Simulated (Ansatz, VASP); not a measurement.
## SbI2: VASP beside Ansatz

```
CELL_PARAMETERS angstrom
7.85149 0.00000 0.00000
0.00000 7.85149 0.00000
0.00000 0.00000 4.17215
ATOMIC_POSITIONS crystal
Sb 0.00000 0.00000 0.00000
Sb 0.50000 0.50000 0.50000
I 0.28681 0.28681 0.00000
I 0.21319 0.78681 0.50000
I 0.71319 0.71319 0.00000
I 0.78681 0.21319 0.50000
```

Alike in both runs: functional PBE; k mesh 6 × 6 × 8; occupations gaussian, width 0.1 eV; no spin polarisation.

Ansatz relaxed the structure, and its values are those at the end. VASP's run is a single point on that final structure, the one shown.

|  | VASP | Ansatz |
| --- | --- | --- |
| version | VASP 6.6.1 | Ansatz 0.2.0 |
| potentials or method | VASP PAW PBE potentials, release 64 (Sb, I), cutoff 520 eV | scalar-relativistic, plane waves, PAW |
| valence electrons in the cell | 38 | 98 |

```csv
,VASP,Ansatz,Ansatz less VASP
gap on the k mesh at the Fermi level (eV),none,none,-
pressure (GPa),0.0,0.0,+0.06
```

A gap of «none» marks a metal or a gap that the smearing closes. With one functional, cell and mesh, what is left measures potentials, basis and numerics. VASP's potentials hold 38 valence electrons a cell and Ansatz's 98, so a difference there can come from the potentials and not from the codes.

Spin-orbit coupling is off throughout.
